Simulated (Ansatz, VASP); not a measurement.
Zn7O in VASP and in Ansatz

The input INCAR:

```
SYSTEM = Zn7O
PREC = Accurate ; ENCUT = 600
EDIFF = 1E-6 ; ISMEAR = 0
SIGMA = 0.1 ; LREAL = .FALSE.
LASPH = .TRUE. ; NELM = 80
ALGO = Normal ; ISIF = 3
LWAVE = .FALSE. ; LCHARG = .FALSE.
GGA = PE ; IBRION = 2
NSW = 100 ; EDIFFG = -0.01
```

KPOINTS

```
Automatic mesh
0
G
  12 12 2
  0 0 0
```

Contents of POSCAR:

```
Zn7O
1.0
    2.9168950109      0.0000000000      0.0000000000
   -1.4584475054      2.5261051796      0.0000000000
    0.0000000000      0.0000000000     15.4403062468
Zn O
7 1
Direct
    0.6666666667      0.3333333333      0.9123726825
    0.3333333333      0.6666666667      0.0876273175
    0.0000000000      0.0000000000      0.2238310074
    0.3333333333      0.6666666667      0.3620519494
    0.0000000000      0.0000000000      0.7761689926
    0.6666666667      0.3333333333      0.6379480506
    0.0000000000      0.0000000000      0.5000000000
    0.0000000000      0.0000000000      0.0000000000
```

Input for Ansatz:

```yaml
crystal:
  lattice:
    - [2.9168950109, 0.0, 0.0]
    - [-1.4584475054, 2.5261051796, 0.0]
    - [0.0, 0.0, 15.4403062468]
  atoms:
    - { symbol: Zn, position: [0.6666666667, 0.3333333333, 0.9123726825] }
    - { symbol: Zn, position: [0.3333333333, 0.6666666667, 0.0876273175] }
    - { symbol: Zn, position: [0.0, 0.0, 0.2238310074] }
    - { symbol: Zn, position: [0.3333333333, 0.6666666667, 0.3620519494] }
    - { symbol: Zn, position: [0.0, 0.0, 0.7761689926] }
    - { symbol: Zn, position: [0.6666666667, 0.3333333333, 0.6379480506] }
    - { symbol: Zn, position: [0.0, 0.0, 0.5] }
    - { symbol: O, position: [0.0, 0.0, 0.0] }
basis:
  ecutwfc: 420
kpoints:
  mp_grid: { grid: [12, 12, 2] }
hamiltonian:
  xc: pbe
scf:
  occupations: { method: gaussian, width: 0.1 }
output:
  forces: true
  stress: true
  eigenvalues: true
  write_density: true
  write_potential: true
  elf: true
  volumetric_format: npy
relax:
  adjacent_minimum: "off"
  f_tol: 0.01
  max_steps: 80
  cell: { stress_tol: 0.05 }
```

Alike in both runs: task relaxation of cell and atoms; functional PBE; k mesh 12 × 12 × 2; occupations gaussian, width 0.1 eV; no spin polarisation.

|  | VASP | Ansatz |
| --- | --- | --- |
| version | VASP 6.6.1 | Ansatz 0.2.0 |
| potentials or method | VASP PAW PBE potentials, release 64 (Zn, O), cutoff 600 eV | scalar-relativistic, plane waves, PAW |
| valence electrons in the cell | 90 | 90 |

```csv
,VASP,Ansatz,Ansatz less VASP
"gap on the k mesh at the Fermi level, each at its own relaxed structure (eV)",none,none,-
relaxed volume (Å³/atom),14.26,14.21,-0.044
relaxed cell length with the largest relative difference (Å),2.931,2.928,-0.0035
```

A gap of «none» marks a metal or a gap that the smearing closes.
